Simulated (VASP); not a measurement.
Set up this calculation in VASP 6.6.1, as the native input.

* Task: single point
* Functional: PBEsol
* Potentials or basis: VASP PAW PBE potentials, release 64 (V_sv, H)
* Cutoff: 520 eV
* k mesh: 18 × 18 × 18
* Occupations: gaussian, width 0.1 eV
* Spin: no spin polarisation
* Dipole correction: no
* Further INCAR settings: ALGO = Normal; EDIFF = 1e-06; NBANDS = 14

The structure of VH2 lies in POSCAR:

```
VH2
1.0
   -1.6005038494      1.6005038494      2.0760564928
    1.6005038494     -1.6005038494      2.0760564928
    1.6005038494      1.6005038494     -2.0760564928
V H
1 2
Direct
    0.0000000000      0.0000000000      0.0000000000
    0.7500000000      0.2500000000      0.5000000000
    0.2500000000      0.7500000000      0.5000000000
```

This cell differs from its parent crystal: Ti replaced by V, lengths x 0.981, strained.

The input as run:

INCAR

```
  PREC = Accurate
  ENCUT = 520
  EDIFF = 1E-6
  ISMEAR = 0
  SIGMA = 0.1
  LREAL = F
  LASPH = T
  NELM = 80
  ALGO = Normal
  ISIF = 2
  LWAVE = F
  LCHARG = F
  GGA = PS
  NBANDS = 14
```

KPOINTS

```
regular mesh
0
Gamma
  18 18 18
```

Potentials or basis: VASP PAW PBE potentials, release 64 (V_sv, H).

Command:

```console
$ cat potpaw_PBE.64/V_sv/POTCAR potpaw_PBE.64/H/POTCAR > POTCAR
$ mpirun -np 1 vasp_std > vasp.out
```

It gave:

```
Pressure               : -22.5 GPa
Band gap on the k mesh : zero (an odd number of electrons rules out a gap without spin polarisation)
```

Caveat: the cell differs from its parent crystal (Ti replaced by V, lengths x 0.981, strained); the stress differs along the axes, from -27 to -14 GPa; the PAW data sets were made with another functional, which shifts forces and pressure a little.

Run time: 51 s on 1 thread of Intel(R) Xeon(R) Platinum 8488C (Sapphire Rapids) (shared host), peak memory 0.25 GiB.
